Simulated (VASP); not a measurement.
GaP (rocksalt type), 2 atoms in the cell. It takes space group Fm-3m (No. 225, cubic). The conventional cell has a = 4.625 Å, b = 4.625 Å, c = 4.625 Å, α = 90.00°, β = 90.00°, γ = 90.00°. Within 3.1 Å of Ga (site symmetry m-3m) lie 6 P at 2.31 Å. Within 3.1 Å of P (site symmetry m-3m) lie 6 Ga at 2.31 Å. 

* Program: VASP 6.6.1
* Task: single point
* Functional: PBE
* Potentials or basis: VASP PAW PBE potentials, release 64 (Ga_d, P)
* Cutoff: 520 eV
* k mesh: 14 × 14 × 14
* Occupations: fermi-dirac, width 0.1 eV
* Spin: no spin polarisation
* Dipole correction: no
* Further INCAR settings: ALGO = Normal; EDIFF = 1e-06; NBANDS = 16

Potentials or basis: VASP PAW PBE potentials, release 64 (Ga_d, P).

The run is started by

```sh
$ cat potpaw_PBE.64/Ga_d/POTCAR potpaw_PBE.64/P/POTCAR > POTCAR
$ mpirun -np 1 vasp_std > vasp.out
```

Hardware: 1 thread of AMD EPYC 7R13 (shared host).

Q: How long does it take, and how much memory?

A: Run time: 42 s on 1 thread of AMD EPYC 7R13, with other jobs on the host, peak memory 0.14 GiB. Counts: scf iterations 12, k points 104.
